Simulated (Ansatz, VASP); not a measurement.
## Two plane-wave programs on GaN

```xyz
2
Lattice="0.0000 2.2742 2.2742 2.2742 0.0000 2.2742 2.2742 2.2742 0.0000" Properties=species:S:1:pos:R:3 pbc="T T T"
Ga    0.0000    0.0000    0.0000
N     3.4114    3.4114    3.4114
```

Alike in both runs: task single point; functional PBE; k mesh 12 × 12 × 12; occupations gaussian, width 0.05 eV; no spin polarisation.

|  | VASP | Ansatz |
| --- | --- | --- |
| version | VASP 6.6.1 | Ansatz 0.2.0 |
| potentials or method | VASP PAW PBE potentials, release 64 (Ga_d, N), cutoff 520 eV | scalar-relativistic, plane waves, PAW |
| valence electrons in the cell | 18 | 18 |

|  | VASP | Ansatz | Ansatz less VASP |
| --- | --- | --- | --- |
| gap on the k mesh at the Fermi level (eV) | 1.55 | 1.54 | -0.006 |
| least direct gap on the mesh (eV) | 1.55 | 1.54 | -0.006 |
| pressure (GPa) | 0.1 | 0.0 | -0.08 |
